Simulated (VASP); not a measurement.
# Pt (I4/mmm) in VASP: notebook

The runs below take Pt through single point, with r2SCAN.

All numbers are computed with VASP 6.6.1; they aren't measurements. Logs are shortened: lines on timing, memory, paths and dates and some standing lists are left out, and cuts for length are marked.

## Step 1: The cell of the first run

The structure is tetragonal, space group I4/mmm (No. 139). Conventional cell: a = 3.212 Å, b = 3.212 Å, c = 3.083 Å, α = 90.00°, β = 90.00°, γ = 90.00°. Pt (site symmetry 4/mmm) has 14 Pt at 2.74 to 3.21 Å within 3.6 Å.

## Step 2: Single point, r2SCAN

File POSCAR:

```
Pt
1.0
   -1.6059243409      1.6059243409      1.5416873673
    1.6059243409     -1.6059243409      1.5416873673
    1.6059243409      1.6059243409     -1.5416873673
Pt
1
Direct
    0.0000000000      0.0000000000      0.0000000000
```

File INCAR.step1:

```
SYSTEM = Pt
PREC = Accurate
ENCUT = 520
ISMEAR = 0
SIGMA = 0.15
LREAL = .False.
LASPH = .True.
NELM = 60
NBANDS = 11
GGA = PE
ALGO = Normal
EDIFF = 1E-4
LWAVE = .True.
LCHARG = .False.
```

File INCAR.step2:

```
SYSTEM = Pt
PREC = Accurate
ENCUT = 520
EDIFF = 1E-6
ISMEAR = 0
SIGMA = 0.15
LREAL = .False.
LASPH = .True.
NELM = 60
ALGO = Normal
ISIF = 2
LWAVE = .False.
LCHARG = .False.
METAGGA = R2SCAN
LMIXTAU = .True.
NBANDS = 11
ISTART = 1
```

File KPOINTS:

```
regular mesh
0
Gamma
  24 24 24
  0 0 0
```

Potentials or basis: VASP PAW PBE potentials, release 64 (Pt).

Launch:

```bash
> cat potpaw_PBE.64/Pt/POTCAR > POTCAR
> cp INCAR.step1 INCAR
> mpirun -np 1 vasp_std > vasp.out
> cp INCAR.step2 INCAR
> mpirun -np 1 vasp_std > vasp.out
```

OUTCAR:

```text
SYSTEM = Pt
   PREC = Accurate
   ENCUT = 520
   EDIFF = 1E-6
   ISMEAR = 0
   LREAL = .False.
   LASPH = .True.
   NELM = 60
   ISIF = 2
   METAGGA = R2SCAN
   ISTART = 1

 ion  position               nearest neighbor table
   1  0.000  0.000  0.000-

  LATTYP: Found a body centered tetragonal cell.
 ALAT       =     3.2118486818
 C/A-ratio  =     0.9600000000

  Lattice vectors:

 A1 = (  -1.6059243409,   1.6059243409,   1.5416873673)
 A2 = (   1.6059243409,  -1.6059243409,   1.5416873673)
 A3 = (   1.6059243409,   1.6059243409,  -1.5416873673)

Analysis of symmetry for initial positions (statically):
=====================================================================
 Subroutine PRICEL returns:
 Original cell was already a primitive cell.

 Routine SETGRP: Setting up the symmetry group for a
 body centered tetragonal supercell.

 Subroutine GETGRP returns: Found 16 space group operations
 (whereof 16 operations were pure point group operations)
 out of a pool of 16 trial point group operations.

The static configuration has the point symmetry D_4h.

Analysis of symmetry for dynamics (positions and initial velocities):
=====================================================================
 Subroutine PRICEL returns:
 Original cell was already a primitive cell.

 Routine SETGRP: Setting up the symmetry group for a
 body centered tetragonal supercell.

 Subroutine GETGRP returns: Found 16 space group operations
 (whereof 16 operations were pure point group operations)
 out of a pool of 16 trial point group operations.

The dynamic configuration has the point symmetry D_4h.

 Subroutine INISYM returns: Found 16 space group operations
 (whereof 16 operations are pure point group operations),
 and found     1 'primitive' translations

----------------------------------------------------------------------------------------

                                     Primitive cell

  volume of cell :      15.9040

  direct lattice vectors                    reciprocal lattice vectors
    -1.605924341  1.605924341  1.541687367     0.000000000  0.311347171  0.324319970
     1.605924341 -1.605924341  1.541687367     0.311347171  0.000000000  0.324319970
     1.605924341  1.605924341 -1.541687367     0.311347171  0.311347171  0.000000000

  length of vectors
     2.744956451  2.744956451  2.744956451     0.449578139  0.449578139  0.440311392

  position of ions in fractional coordinates (direct lattice)
     0.000000000  0.000000000  0.000000000

  ion indices of the primitive-cell ions
   primitive index   ion index
                 1           1

----------------------------------------------------------------------------------------

 KPOINTS: regular mesh

Automatic generation of k-mesh.
 Grid dimensions read from file:
 generate k-points for:   24   24   24

 Generating k-lattice:

  Cartesian coordinates                     Fractional coordinates (reciprocal lattice)
     0.000000000  0.012972799  0.013513332     0.041666667  0.000000000  0.000000000
     0.012972799  0.000000000  0.013513332     0.000000000  0.041666667  0.000000000
     0.012972799  0.012972799  0.000000000     0.000000000  0.000000000  0.041666667

  Length of vectors
     0.018732422  0.018732422  0.018346308

  Shift w.r.t. Gamma in fractional coordinates (k-lattice)
     0.000000000  0.000000000  0.000000000

 Subroutine IBZKPT returns following result:
 ===========================================

 Found   1063 irreducible k-points:

 Following reciprocal coordinates:
            Coordinates               Weight
  0.000000  0.000000  0.000000      1.000000
  0.041667  0.000000  0.000000      8.000000
  0.083333 -0.000000  0.000000      8.000000
  0.125000  0.000000 -0.000000      8.000000
  0.166667 -0.000000  0.000000      8.000000
  0.208333 -0.000000  0.000000      8.000000
[... 16 lines left out ...]
  0.416667  0.041667  0.000000     16.000000
  0.458333  0.041667 -0.000000     16.000000
 [... further k-points ...]
   k-points           NKPTS =   1063   k-points in BZ     NKDIM =   1063   number of bands    NBANDS=     11
   number of dos      NEDOS =    301   number of ions     NIONS =      1
   total plane-waves  NPLWV =   8000
   dimension x,y,z NGX =    20 NGY =   20 NGZ =   20
   dimension x,y,z NGXF=    40 NGYF=   40 NGZF=   40
   ions per type =               1
   NGX,Y,Z   is equivalent  to a cutoff of  12.11, 12.11, 12.11 a.u.
   NGXF,Y,Z  is equivalent  to a cutoff of  24.23, 24.23, 24.23 a.u.
 SYSTEM =  Pt
   PREC   = accura    normal or accurate (medium, high low for compatibility)
   ISTART =      1    job   : 0-new  1-cont  2-samecut
   ICHARG =      0    charge: 1-file 2-atom 10-const
   ISPIN  =      1    spin polarized calculation?
   LNONCOLLINEAR =      F non collinear calculations
   LSORBIT =      F    spin-orbit coupling
   LASPH  =      T    aspherical Exc in radial PAW
   ENCUT  =  520.0 eV  38.22 Ry    6.18 a.u.   5.10  5.10  5.10*2*pi/ulx,y,z
   NELM   =     60;   NELMIN=  2; NELMDL=  0     # of ELM steps
   EDIFF  = 0.1E-05   stopping-criterion for ELM
   LREAL  =      F    real-space projection
   EDIFFG = 0.1E-04   stopping-criterion for IOM
   NSW    =      0    number of steps for IOM
   IBRION =     -1    ionic relax: 0-MD 1-quasi-New 2-CG
   NFREE  =      0    steps in history (QN), initial steepest desc. (CG)
   ISIF   =      2    stress and relaxation
   ISYM   =      2    0-nonsym 1-usesym 2-fastsym
   POTIM  = 0.5000    time-step for ionic-motion
   TEBEG  =    0.0;   TEEND  =   0.0 temperature during run
   PSTRESS=    0.0 pullay stress
   NELECT =      10.0000    total number of electrons
   NUPDOWN=      -1.0000    fix difference up-down
   EMIN   =  10.00;   EMAX   =-10.00  energy-range for DOS
   EFERMI =   0.00;   METHOD = LEGACY
   ISMEAR =     0;   SIGMA  =   0.15  broadening in eV -4-tet -1-fermi 0-gaus
   EFERMI_NEDOS =   21; number of points for ismear=-14 and -15
   IALGO  =     38    algorithm
   IMIX   =      4    mixing-type and parameters
     AMIX     =   0.40;   BMIX     =  1.00
     AMIX_MAG =   1.60;   BMIX_MAG =  1.00
  volume/ion in A,a.u.               =      15.90       107.33
  Fermi-wavevector in a.u.,A,eV,Ry     =   1.402510  2.650360 26.763132  1.967035
  Thomas-Fermi vector in A             =   2.525265
   LORBIT       =      0    0 simple, 1 ext, 2 COOP (PROOUT), +10 PAW based schemes
   METAGGA = R2SCAN    functional components
   LHFCALC =     F    Hartree Fock is set to
   AEXX    =    0.0000 exact exchange contribution
   IVDW    =     0    specifies the selected vdW correction
   LEPSILON=     F    determine dielectric tensor
   LRPA    =     F    only Hartree local field effects (RPA)
 non-spin polarized calculation
 Gauss-broadening in eV      SIGMA  =   0.15
  energy-cutoff  :      520.00
  volume of cell :       15.90
 maximum number of plane-waves:       442
   NGX = 11   NGY = 11   NGZ = 11

 number of electron       9.9999999 magnetization

 Free energy of the ion-electron system (eV)
  ---------------------------------------------------
  ext. energy  EPLUGINS =         0.00000000
  ---------------------------------------------------
  free energy    TOTEN  =       -51.40944598 eV

  energy without entropy =      -51.39717856  energy(sigma->0) =      -51.40331227

 E-fermi :   9.8666     XC(G=0): -14.2292

 val. band max:        9.8625742663   @ k =  -0.4583  -0.4583   0.3333
 cond. band min:       9.8669188648   @ k =  -0.2500  -0.3750   0.0833
 fundamental gap:      0.0043445985
 Fermi energy:         9.8665872307

 k-point     1 :       0.0000    0.0000    0.0000
  band No.  band energies     occupation
      1       0.1769      2.00000
      2       6.0460      2.00000
      3       6.3993      2.00000
      4       6.3993      2.00000
      5       8.5027      2.00000
      6       8.9472      2.00000
      7      27.6574      0.00000
      8      27.6574      0.00000
      9      28.5258      0.00000
     10      37.7683      0.00000
     11      37.7686      0.00000

 k-point     2 :       0.0417    0.0000    0.0000
  band No.  band energies     occupation
      1       0.2516      2.00000
      2       6.0583      2.00000
      3       6.3976      2.00000
      4       6.4156      2.00000
      5       8.5003      2.00000
      6       8.9174      2.00000
      7      27.7187      0.00000
      8      27.7663      0.00000
      9      28.5497      0.00000
     10      36.4971      0.00000
     11      37.6613      0.00000

 k-point     3 :       0.0833   -0.0000    0.0000
  band No.  band energies     occupation
      1       0.4724      2.00000
      2       6.0416      2.00000
      3       6.3893      2.00000
      4       6.5201      2.00000
      5       8.4903      2.00000
      6       8.8445      2.00000
      7      27.8692      0.00000
      8      28.0884      0.00000
      9      28.5775      0.00000
     10      35.1385      0.00000
     11      36.3270      0.00000

 k-point     4 :       0.1250    0.0000   -0.0000
  band No.  band energies     occupation
      1       0.8284      2.00000
      2       5.9429      2.00000
      3       6.3679      2.00000
      4       6.7698      2.00000
      5       8.4657      2.00000
      6       8.7726      2.00000
      7      27.9995      0.00000
      8      28.4600      0.00000
      9      28.6097      0.00000
     10      34.0718      0.00000
     11      34.9007      0.00000

 k-point     5 :       0.1667   -0.0000    0.0000
  band No.  band energies     occupation
      1       1.2973      2.00000
      2       5.7864      2.00000
      3       6.3340      2.00000
      4       7.1451      2.00000
      5       8.4309      2.00000
      6       8.7430      2.00000
      7      27.8917      0.00000
      8      27.9679      0.00000
      9      29.3081      0.00000
     10      33.3939      0.00000
     11      33.9393      0.00000
[... 211 lines left out ...]
 k-point    21 :       0.3333    0.0417    0.0000
  band No.  band energies     occupation
      1       3.1961      2.00000
      2       4.9753      2.00000
      3       7.4355      2.00000
      4       8.6184      2.00000
      5       9.1134      2.00000
      6       9.8349      1.23453
      7      20.6810      0.00000
      8      24.9189      0.00000
      9      28.1118      0.00000
     10      33.5686      0.00000
     11      34.4767      0.00000

 k-point    22 :       0.3750    0.0417    0.0000
  band No.  band energies     occupation
      1       3.2341      2.00000
      2       4.8503      2.00000
      3       8.0852      2.00000
      4       8.8780      2.00000
      5       9.2287      2.00000
      6      10.4405      0.00000
      7      18.9753      0.00000
      8      24.3704      0.00000
      9      27.0938      0.00000
     10      34.3591      0.00000
     11      34.8819      0.00000

 k-point    23 :       0.4167    0.0417    0.0000
  band No.  band energies     occupation
      1       3.2196      2.00000
      2       4.7642      2.00000
      3       8.4237      2.00000
      4       9.1053      2.00000
      5       9.6230      1.97838
      6      10.9727      0.00000
      7      17.5309      0.00000
      8      23.9907      0.00000
      9      26.3403      0.00000
     10      34.8192      0.00000
     11      35.3808      0.00000

 k-point    24 :       0.4583    0.0417   -0.0000
  band No.  band energies     occupation
      1       3.2017      2.00000
      2       4.7208      2.00000
      3       8.5604      2.00000
      4       9.1084      2.00000
      5      10.0681      0.05739
      6      11.3517      0.00000
      7      16.6241      0.00000
      8      23.7986      0.00000
      9      25.9355      0.00000
     10      35.1178      0.00000
     11      35.5164      0.00000

 [... further k-points ...]

------------------------ aborting loop because EDIFF is reached ----------------------------------------

  FORCE on cell =-STRESS in cart. coord.  units (eV):
  Direction    XX          YY          ZZ          XY          YZ          ZX
  --------------------------------------------------------------------------------------
  -------------------------------------------------------------------------------------
  Total       -0.4789901     -0.4789901     -0.8490991      0.0000000      0.0000000     -0.0000000
  in kB      -48.2537047    -48.2537047    -85.5386668      0.0000000      0.0000000     -0.0000000
  external PRESSURE =     -60.6820254 kB  Pullay stress =       0.0000000 kB

 VOLUME and BASIS-vectors are now :
 -----------------------------------------------------------------------------
  energy-cutoff  :      520.00
  volume of cell :       15.90
      direct lattice vectors                 reciprocal lattice vectors
    -1.605924341  1.605924341  1.541687367     0.000000000  0.311347171  0.324319970
     1.605924341 -1.605924341  1.541687367     0.311347171  0.000000000  0.324319970
     1.605924341  1.605924341 -1.541687367     0.311347171  0.311347171  0.000000000

 POSITION                                       TOTAL-FORCE (eV/Angst)
 -----------------------------------------------------------------------------------
      0.00000      0.00000      0.00000         0.000000      0.000000      0.000000
 -----------------------------------------------------------------------------------
    total drift:                               -0.000000     -0.000000      0.000000

  FREE ENERGIE OF THE ION-ELECTRON SYSTEM (eV)
  ---------------------------------------------------
  free  energy   TOTEN  =       -51.4094459803 eV

  energy  without entropy=      -51.3971785558  energy(sigma->0) =      -51.40331227
```

Wall time 4.5 min (1 thread of AMD EPYC 9R45 (Zen 5), shared host); peak memory 0.26 GiB.

What came out:

| Property | Result |
| --- | --- |
| Free energy | -51.4094 eV |
| Pressure | -6.1 GPa |
| Band gap on the k mesh | zero (bands 5 and 6 overlap by 2.28 eV) |

Caveat: the cell stands under tension; the PAW data sets were made with another functional, which shifts forces and pressure a little; spin-orbit coupling is left out, which moves the levels of the heavy elements.

## Step 3: Single point, r2SCAN

File POSCAR:

```
Pt
1.0
   -1.5586635955      1.5586635955      1.6365967753
    1.5586635955     -1.5586635955      1.6365967753
    1.5586635955      1.5586635955     -1.6365967753
Pt
1
Direct
    0.0000000000      0.0000000000      0.0000000000
```

INCAR.step1 is that of step 2.

INCAR.step2 is that of step 2.

KPOINTS is that of step 2.

Potentials or basis: VASP PAW PBE potentials, release 64 (Pt).

Launch:

```bash
> cat potpaw_PBE.64/Pt/POTCAR > POTCAR
> cp INCAR.step1 INCAR
> mpirun -np 1 vasp_std > vasp.out
> cp INCAR.step2 INCAR
> mpirun -np 1 vasp_std > vasp.out
```

It took 4.5 min on 1 thread of AMD EPYC 9R45 (Zen 5), shared host; peak memory 0.26 GiB.

It converged, with:

* Free energy: -51.4105 eV
* Pressure: -6.1 GPa
* Band gap on the k mesh: zero (bands 5 and 6 overlap by 2.35 eV)

Stress tensor (GPa, compression positive):
```
-7.28  0.00  0.00
 0.00 -7.28  0.00
 0.00  0.00 -3.78
```

Levels at points of the mesh, in eV from the Fermi level:
| k point | band 1 | band 2 | band 3 | band 4 | band 5 | band 6 | band 7 | band 8 | band 9 | band 10 |
| --- | --- | --- | --- | --- | --- | --- | --- | --- | --- | --- |
| (0.00, 0.00, 0.00) | -9.69 | -3.71 | -3.71 | -3.32 | -1.39 | -0.91 | 17.45 | 18.40 | 18.40 | 27.06 |
| (0.50, 0.00, 0.00) | -6.75 | -4.89 | -1.57 | -0.78 | 0.36 | 1.00 | 6.39 | 14.25 | 16.95 | 24.63 |
| (0.50, 0.50, 0.00) | -6.70 | -5.33 | -0.95 | -0.65 | 0.66 | 1.11 | 6.83 | 13.67 | 15.73 | 24.81 |
| (0.50, 0.50, 0.50) | -6.28 | -6.25 | 0.42 | 0.57 | 0.57 | 7.06 | 8.59 | 8.59 | 13.20 | 19.31 |

Caveat: the cell stands under tension; the PAW data sets were made with another functional, which shifts forces and pressure a little; spin-orbit coupling is left out, which moves the levels of the heavy elements.
